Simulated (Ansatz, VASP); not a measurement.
**Two plane-wave programs on SbSe2**

File INCAR:

```
SYSTEM = SbSe2
ALGO = Normal ; EDIFF = 1E-6
EDIFFG = -0.01 ; ENCUT = 600
GGA = PE ; IBRION = 2
ISIF = 3 ; ISMEAR = 0
LASPH = .True. ; LCHARG = .False.
LREAL = .False. ; LWAVE = .False.
NELM = 60 ; NSW = 100
PREC = Accurate ; SIGMA = 0.1
```

Contents of KPOINTS:

```
k-points
0
Gamma
  12 12 12
  0 0 0
```

The input POSCAR:

```
SbSe2
1.0
    0.0000000000      3.4532724451      3.4532724451
    3.4532724451      0.0000000000      3.4532724451
    3.4532724451      3.4532724451      0.0000000000
Sb Se
1 2
Direct
    0.0000000000      0.0000000000      0.0000000000
    0.2500000000      0.2500000000      0.2500000000
    0.7500000000      0.7500000000      0.7500000000
```

Input for Ansatz:

```yaml
crystal:
  lattice:
    - [0.0, 3.4532724451, 3.4532724451]
    - [3.4532724451, 0.0, 3.4532724451]
    - [3.4532724451, 3.4532724451, 0.0]
  atoms:
    - { symbol: Sb, position: [0.0, 0.0, 0.0] }
    - { symbol: Se, position: [0.25, 0.25, 0.25] }
    - { symbol: Se, position: [0.75, 0.75, 0.75] }
basis:
  ecutwfc: 420
kpoints:
  mp_grid: { grid: [12, 12, 12] }
hamiltonian:
  xc: pbe
scf:
  occupations: { method: gaussian, width: 0.1 }
output:
  forces: true
  stress: true
  eigenvalues: true
  write_density: true
  write_potential: true
  elf: true
  volumetric_format: npy
relax:
  adjacent_minimum: "off"
  f_tol: 0.01
  max_steps: 80
  cell: { stress_tol: 0.05 }
```

Alike in both runs: task relaxation of cell and atoms; functional PBE; k mesh 12 × 12 × 12; occupations gaussian, width 0.1 eV; no spin polarisation.

|  | VASP | Ansatz |
| --- | --- | --- |
| version | VASP 6.6.1 | Ansatz 0.2.0 |
| potentials or method | VASP PAW PBE potentials, release 64 (Sb, Se), cutoff 600 eV | scalar-relativistic, plane waves, PAW |
| valence electrons in the cell | 17 | 47 |

```csv
,VASP,Ansatz,Ansatz less VASP
"gap on the k mesh at the Fermi level, each at its own relaxed structure (eV)",none,none,-
relaxed volume (Å³/atom),27.45,27.53,+0.075
relaxed cell length with the largest relative difference (Å),4.884,4.888,+0.0044
```

A gap of «none» marks a metal or a gap that the smearing closes. VASP's potentials hold 17 valence electrons a cell and Ansatz's 47, so a difference there can come from the potentials and not from the codes.

Spin-orbit coupling is off throughout. Noted on VASP's run: the relaxation stopped at its first step, so nothing moved.
